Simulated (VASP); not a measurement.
Here is a VASP 6.6.1 calculation.

INCAR

```
  PREC = Accurate
  ENCUT = 520
  EDIFF = 1E-6
  ISMEAR = 0
  SIGMA = 0.1
  LREAL = False
  LASPH = True
  NELM = 60
  ALGO = Fast
  ISIF = 2
  LWAVE = False
  LCHARG = False
  GGA = PS
  NBANDS = 30
```

The input KPOINTS:

```
Automatic mesh
0
Gamma
  14 14 14
```

Contents of POSCAR:

```
CuAu3
1.0
    4.2127068537      0.0000000000      0.0000000000
    0.0000000000      3.9146379725      0.0000000000
    0.0000000000      0.0000000000      3.9146379725
Cu Au
1 3
Direct
    0.0000000000      0.0000000000      0.0000000000
    0.0000000000      0.5000000000      0.5000000000
    0.5000000000      0.0000000000      0.5000000000
    0.5000000000      0.5000000000      0.0000000000
```

Potentials or basis: VASP PAW PBE potentials, release 64 (Cu, Au).

The run is started by

```bash
$ cat potpaw_PBE.64/Cu/POTCAR potpaw_PBE.64/Au/POTCAR > POTCAR
$ mpirun -np 1 vasp_std > vasp.out
```

Task: What does it give for the pressure?

Result: -4.2 GPa.

Task: Estimate the band gap on the k mesh.

Result: Zero (bands 22 and 23 overlap by 1.96 eV).

Stress tensor (GPa, compression positive):
```
-6.93  0.00  0.00
 0.00 -2.90  0.00
 0.00  0.00 -2.90
```

Caveat: the cell differs from its parent crystal (uniaxial strain along a: +6.0 %); the cell stands under tension; the PAW data sets were made with another functional, which shifts forces and pressure a little; spin-orbit coupling is left out, which moves the levels of the heavy elements.
